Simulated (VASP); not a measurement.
Set up this calculation in VASP 6.6.1, as the native input.

| Quantity | Value |
| --- | --- |
| Task | single point |
| Functional | PBE |
| Potentials or basis | VASP PAW PBE potentials, release 64 (Sc_sv, Te, I) |
| Cutoff | 520 eV |
| k mesh | 4 × 4 × 4 |
| Occupations | gaussian, width 0.1 eV |
| Spin | no spin polarisation |
| Dipole correction | no |
| Further INCAR settings | ALGO = Normal; EDIFF = 1e-07; NBANDS = 32 |

The structure of ScTeI4 lies in POSCAR:

```
ScTeI4
1.0
    5.9280579477     -4.9260645549      0.0000000000
    5.9280579477      4.9260645549      0.0000000000
    0.0000000000      0.0000000000      4.5308874397
Sc Te I
1 1 4
Direct
    0.5000000000      0.5000000000      0.5000000000
    0.0000000000      0.0000000000      0.0000000000
    0.7013383370      0.2986616630      0.0000000000
    0.2986616630      0.7013383370      0.0000000000
    0.2681261742      0.2681261742      0.5000000000
    0.7318738258      0.7318738258      0.5000000000
```

The cell was generated, and may not be a known phase.

These files were run (other wordings do the same):

INCAR

```
SYSTEM = ScTeI4
ALGO = Normal
EDIFF = 1E-7
ENCUT = 520
GGA = PE
ISIF = 2
ISMEAR = 0
LASPH = .TRUE.
LCHARG = .TRUE.
LELF = .TRUE.
LREAL = .FALSE.
LVHAR = .TRUE.
LWAVE = .FALSE.
NBANDS = 32
NELM = 60
PREC = Accurate
SIGMA = 0.1
```

KPOINTS

```
k-points
0
G
  4 4 4
  0 0 0
```

Potentials or basis: VASP PAW PBE potentials, release 64 (Sc_sv, Te, I).

Run with:

```bash
$ cat potpaw_PBE.64/Sc_sv/POTCAR potpaw_PBE.64/Te/POTCAR potpaw_PBE.64/I/POTCAR > POTCAR
$ mpirun -np 1 vasp_std > vasp.out
```

It gave:

```
Pressure               : 0.0 GPa
Largest force          : 0.024 eV/Å
Band gap on the k mesh : zero (an odd number of electrons rules out a gap without spin polarisation)
```

Caveat: spin-orbit coupling is left out, which moves the levels of the heavy elements; an odd number of electrons without spin polarisation forces a metal; a magnetic or distorted state may lie lower.

Wall time 110 s on 1 thread of Intel(R) Xeon(R) 6975P-C (Granite Rapids) (shared host), peak memory 0.44 GiB.
